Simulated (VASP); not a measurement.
Here is a VASP 6.6.1 calculation.

Contents of POSCAR:

```
BaS
1.0
    0.0000000000      3.2117958733      3.2117958733
    3.1690789882      0.0000000000      3.2117958733
    3.1690789882      3.2117958733      0.0000000000
Ba S
1 1
Direct
    0.0000000000      0.0000000000      0.0000000000
    0.5000000000      0.5000000000      0.5000000000
```

INCAR.step1

```
SYSTEM = BaS
ALGO = Normal
EDIFF = 1E-4
ENCUT = 520
GGA = PE
ISMEAR = 0
LASPH = .TRUE.
LCHARG = .FALSE.
LREAL = .FALSE.
LWAVE = .TRUE.
NBANDS = 15
NELM = 100
PREC = Accurate
SIGMA = 0.01
```

File INCAR.step2:

```
SYSTEM = BaS
ALGO = Normal
EDIFF = 1E-6
ENCUT = 520
ISIF = 2
ISMEAR = 0
ISTART = 1
LASPH = .TRUE.
LCHARG = .FALSE.
LMIXTAU = .TRUE.
LREAL = .FALSE.
LWAVE = .FALSE.
METAGGA = R2SCAN
NBANDS = 15
NELM = 100
PREC = Accurate
SIGMA = 0.01
```

The input KPOINTS:

```
k-points
0
G
  8 8 8
  0 0 0
```

Potentials or basis: VASP PAW PBE potentials, release 64 (Ba_sv, S).

The run is started by

```sh
$ cat potpaw_PBE.64/Ba_sv/POTCAR potpaw_PBE.64/S/POTCAR > POTCAR
$ cp INCAR.step1 INCAR
$ mpirun -np 1 vasp_std > vasp.out
$ cp INCAR.step2 INCAR
$ mpirun -np 1 vasp_std > vasp.out
```

**Question.** What does it give for the pressure?

**Answer.** 1.3 GPa.

**Question.** Estimate the band gap on the k mesh.

**Answer.** 2.43 eV (least direct gap 2.57 eV).

Stress tensor (GPa, compression positive):
```
2.12 0.00 0.00
0.00 0.82 0.00
0.00 0.00 0.82
```

Caveat: the cell differs from its parent crystal (uniaxial x strain -1.3%); the PAW data sets were made with another functional, which shifts forces and pressure a little; spin-orbit coupling is left out, which moves the levels of the heavy elements. A k mesh can miss the band edges.
